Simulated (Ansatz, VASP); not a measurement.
## One calculation of CdSe3S, two programs

```xyz
10
Lattice="0.0000 -4.2269 0.0000 -8.4539 0.0000 0.0000 0.0000 0.0000 -8.5641" Properties=species:S:1:pos:R:3 pbc="T T T"
Cd   -4.2269   -4.2269   -7.8381
Cd    0.0000    0.0000   -7.8381
Se   -6.3404   -2.1135   -7.8437
Se   -2.1135   -2.1135   -7.8437
Se   -8.4539   -2.1135   -4.3559
Se   -4.2269   -2.1135   -4.3559
Se   -6.3404   -4.2269   -4.3559
Se   -2.1135    0.0000   -4.3559
S    -6.3404   -2.1135   -3.2862
S    -2.1135   -2.1135   -3.2862
```

Alike in both runs: task single point; functional PBE; k mesh 6 × 4 × 4; occupations gaussian, width 0.2 eV; no spin polarisation.

|  | VASP | Ansatz |
| --- | --- | --- |
| version | VASP 6.6.1 | Ansatz 0.2.0 |
| potentials or method | VASP PAW PBE potentials, release 64 (Cd, Se, S), cutoff 500 eV | scalar-relativistic, plane waves, PAW |
| valence electrons in the cell | 72 | 148 |

```csv
,VASP,Ansatz,Ansatz less VASP
gap on the k mesh at the Fermi level (eV),none,none,-
pressure (GPa),0.1,0.1,-0.03
"traceless stress, the component that is largest in VASP (GPa)",0.29,0.27,-0.015
rms of the force components (eV/Å),0.009,0.011,+0.0020
```

Atom by atom the forces differ by 0.003 eV/Å (rms over components). A gap of «none» marks a metal or a gap that the smearing closes. With one functional, cell and mesh, what is left measures potentials, basis and numerics. VASP's potentials hold 72 valence electrons a cell and Ansatz's 148, so a difference there can come from the potentials and not from the codes.
